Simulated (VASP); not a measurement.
Set up this calculation in VASP 6.6.1, as the native input.

| Property | Result |
| --- | --- |
| Task | single point |
| Functional | PBEsol |
| Potentials or basis | VASP PAW PBE potentials, release 64 (W_sv, C) |
| Cutoff | 520 eV |
| k mesh | 18 × 18 × 14 |
| Occupations | gaussian, width 0.1 eV |
| Spin | no spin polarisation |
| Dipole correction | no |
| Further INCAR settings | ALGO = Normal; EDIFF = 1e-07; NBANDS = 16 |

The structure of WC lies in POSCAR:

```
WC
1.0
    2.8984899892      0.0000000000      0.0000000000
   -1.4492449946      2.5101659632      0.0000000000
    0.0000000000      0.0000000000      2.8278117708
W C
1 1
Direct
    0.0000000000      0.0000000000      0.0000000000
    0.6666666667      0.3333333333      0.5000000000
```

One way to write it, as run:

INCAR

```
ALGO     = Normal         # electronic algorithm
EDIFF    = 1E-7           # SCF threshold, eV
ENCUT    = 520            # plane-wave cutoff, eV
GGA      = PS             # functional
ISIF     = 2              # what is computed and relaxed
ISMEAR   = 0              # smearing method
LASPH    = True           # aspherical terms in the spheres
LCHARG   = False          # write CHGCAR
LREAL    = False          # projectors in reciprocal space
LWAVE    = False          # write WAVECAR
NBANDS   = 16             # bands
NELM     = 60             # most SCF steps
PREC     = Accurate       # precision mode
SIGMA    = 0.1            # smearing width, eV
```

KPOINTS

```
k-points
0
Gamma
  18 18 14
```

Potentials or basis: VASP PAW PBE potentials, release 64 (W_sv, C).

Run with:

```console
$ cat potpaw_PBE.64/W_sv/POTCAR potpaw_PBE.64/C/POTCAR > POTCAR
$ mpirun -np 1 vasp_std > vasp.out
```

It gave:

```yaml
Pressure: 1.3 GPa
Band_gap_on_the_k_mesh: zero (band 9 reaches 11.69 eV, above the bottom of band 10 at 10.45 eV)
```

Caveat: the PAW data sets were made with another functional, which shifts forces and pressure a little; spin-orbit coupling is left out, which moves the levels of the heavy elements.

It took 26 s on 1 thread of Intel(R) Xeon(R) 6975P-C (Granite Rapids), on a shared host, peak memory 0.21 GiB.
